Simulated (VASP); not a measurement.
**Al: single point with PBE**

Slab: Al, a slab with vacuum.

```
Al
1.0
     8.57013    0.00000    0.00000
     0.00000    8.57013    0.00000
     0.00000    0.00000   20.08000
Al
46
Direct
  0.00000 0.00000 0.29880
  0.33333 0.00000 0.29880
  0.66667 0.00000 0.29880
  0.00000 0.33333 0.29880
  0.33333 0.33333 0.29880
  0.66667 0.33333 0.29880
  0.00000 0.66667 0.29880
  0.33333 0.66667 0.29880
  0.66667 0.66667 0.29880
  0.16667 0.16667 0.39940
  0.50000 0.16667 0.39940
  0.83333 0.16667 0.39940
  0.16667 0.50000 0.39940
  0.50000 0.50000 0.39940
  0.83333 0.50000 0.39940
  0.16667 0.83333 0.39940
  0.50000 0.83333 0.39940
  0.83333 0.83333 0.39940
  0.00000 0.00000 0.50000
  0.33333 0.00000 0.50000
  0.66667 0.00000 0.50000
  0.00000 0.33333 0.50000
  0.33333 0.33333 0.50000
  0.66667 0.33333 0.50000
  0.00000 0.66667 0.50000
  0.33333 0.66667 0.50000
  0.66667 0.66667 0.50000
  0.16667 0.16667 0.60060
  0.50000 0.16667 0.60060
  0.83333 0.16667 0.60060
  0.16667 0.50000 0.60060
  0.50000 0.50000 0.60060
  0.83333 0.50000 0.60060
  0.16667 0.83333 0.60060
  0.50000 0.83333 0.60060
  0.83333 0.83333 0.60060
  0.00000 0.00000 0.70120
  0.33333 0.00000 0.70120
  0.66667 0.00000 0.70120
  0.00000 0.33333 0.70120
  0.49767 0.49883 0.79173
  0.66667 0.33333 0.70120
  0.00000 0.66667 0.70120
  0.33333 0.66667 0.70120
  0.66667 0.66667 0.70120
  0.33333 0.33333 0.70120
```

```
Program                : VASP 6.6.1
Task                   : single point
Functional             : PBE
Potentials or basis    : VASP PAW PBE potentials, release 64 (Al)
Cutoff                 : 520 eV
k mesh                 : 4 × 4 × 1
Occupations            : gaussian, width 0.1 eV
Spin                   : no spin polarisation
Dipole correction      : no
Further INCAR settings : LREAL = Auto; ALGO = Normal; EDIFF = 1e-07; NBANDS = 98
```

```
Largest force          : 0.328 eV/Å
Band gap on the k mesh : zero (band 69 reaches 2.14 eV, above the bottom of band 70 at 1.84 eV)
```

Forces on the atoms (eV/Å):
```
Al   0.001  0.001 -0.072
Al   0.039  0.000 -0.136
Al  -0.041  0.000 -0.135
Al   0.000  0.040 -0.136
Al   0.006  0.006 -0.147
Al  -0.007  0.007 -0.148
Al   0.000 -0.040 -0.135
Al   0.006 -0.007 -0.148
Al  -0.007 -0.007 -0.148
Al   0.042  0.043  0.113
Al   0.000  0.023  0.109
Al  -0.043  0.041  0.112
Al   0.023  0.000  0.109
Al  -0.001  0.000  0.116
Al  -0.022  0.000  0.110
Al   0.042 -0.043  0.112
Al   0.000 -0.022  0.109
Al  -0.042 -0.042  0.112
Al   0.000  0.000  0.005
Al   0.003  0.001  0.018
Al  -0.004  0.001  0.017
Al   0.002  0.004  0.018
Al  -0.056 -0.056 -0.027
Al   0.056 -0.055 -0.027
Al   0.002 -0.004  0.017
Al  -0.055  0.056 -0.027
Al   0.055  0.055 -0.027
Al   0.037  0.037 -0.118
Al   0.000  0.000 -0.087
Al  -0.036  0.036 -0.119
Al  -0.001  0.000 -0.088
Al   0.003  0.001 -0.035
Al  -0.005  0.000 -0.084
Al   0.037 -0.036 -0.119
Al   0.000 -0.003 -0.085
Al  -0.035 -0.036 -0.120
Al   0.001  0.000  0.134
Al  -0.013 -0.001  0.103
Al   0.011 -0.001  0.104
Al  -0.002 -0.013  0.103
Al   0.056  0.028  0.041
Al   0.194 -0.189  0.134
Al  -0.002  0.012  0.104
Al  -0.204  0.208  0.118
Al   0.179  0.177  0.149
Al  -0.220 -0.221  0.101
```

Levels at points of the mesh, in eV from the Fermi level:
```csv
k point,band 65,band 66,band 67,band 68,band 69,band 70,band 71,band 72,band 73,band 74
"(0.00, 0.00, 0.00)",-0.49,-0.36,-0.34,-0.29,-0.29,-0.17,0.01,0.01,0.02,0.03
"(0.50, 0.00, 0.00)",-0.19,-0.13,-0.12,-0.06,-0.04,-0.04,0.08,0.26,0.27,0.43
"(0.00, 0.50, 0.00)",-0.19,-0.13,-0.12,-0.06,-0.04,-0.04,0.08,0.26,0.27,0.43
"(0.50, 0.50, 0.00)",-0.36,-0.22,-0.07,0.13,0.13,0.53,0.59,0.89,1.10,1.16
```

It took 51 min on 1 thread of Intel(R) Xeon(R) Platinum 8259CL CPU @ 2.50GHz (Skylake/Cascade Lake), with other jobs on the host, peak memory 1.6 GiB.
